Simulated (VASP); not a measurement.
Here is a VASP 6.6.1 calculation.

INCAR

```
SYSTEM = PtC
PREC = Accurate ; ENCUT = 520
EDIFF = 1E-6 ; ISMEAR = -1
SIGMA = 0.03 ; LREAL = .FALSE.
LASPH = .TRUE. ; NELM = 80
ALGO = Normal ; ISIF = 2
LWAVE = .FALSE. ; LCHARG = .FALSE.
GGA = PE ; NBANDS = 14
```

Contents of KPOINTS:

```
regular mesh
0
G
  13 13 13
  0 0 0
```

POSCAR

```
PtC
1.0
    0.0000000000      2.2179116495      2.2179116495
    2.2179116495      0.0000000000      2.2179116495
    2.2179116495      2.2179116495      0.0000000000
Pt C
1 1
Direct
    0.0000000000      0.0000000000      0.0000000000
    0.5000000000      0.5000000000      0.5000000000
```

Potentials or basis: VASP PAW PBE potentials, release 64 (Pt, C).

Command:

```console
$ cat potpaw_PBE.64/Pt/POTCAR potpaw_PBE.64/C/POTCAR > POTCAR
$ mpirun -np 1 vasp_std > vasp.out
```

(1) Predict the band gap on the k mesh.

(2) What does it give for the pressure?

Answers

(1) zero (band 7 reaches 11.04 eV, above the bottom of band 8 at 9.32 eV).

(2) 5.4 GPa.

Caveat: spin-orbit coupling is left out, which moves the levels of the heavy elements.
